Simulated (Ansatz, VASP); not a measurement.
One calculation of SiC, two programs

```
CELL_PARAMETERS angstrom
0.00000 2.18981 2.18981
2.18981 0.00000 2.18981
2.18981 2.18981 0.00000
ATOMIC_POSITIONS crystal
Si 0.00000 0.00000 0.00000
C 0.25000 0.25000 0.25000
```

Alike in both runs: functional PBE; k mesh 10 × 10 × 10; occupations gaussian, width 0.02 eV; no spin polarisation.

Ansatz relaxed the structure, and its values are those at the end. VASP's run is a single point on that final structure, the one shown.

|  | VASP | Ansatz |
| --- | --- | --- |
| version | VASP 6.6.1 | Ansatz 0.2.0 |
| potentials or method | VASP PAW PBE potentials, release 64 (Si, C), cutoff 600 eV | scalar-relativistic, plane waves, PAW |
| valence electrons in the cell | 8 | 8 |

```csv
,VASP,Ansatz,Ansatz less VASP
gap on the k mesh at the Fermi level (eV),1.37,1.37,+0.002
least direct gap on the mesh (eV),4.53,4.53,+0.008
pressure (GPa),-0.2,0.0,+0.17
```
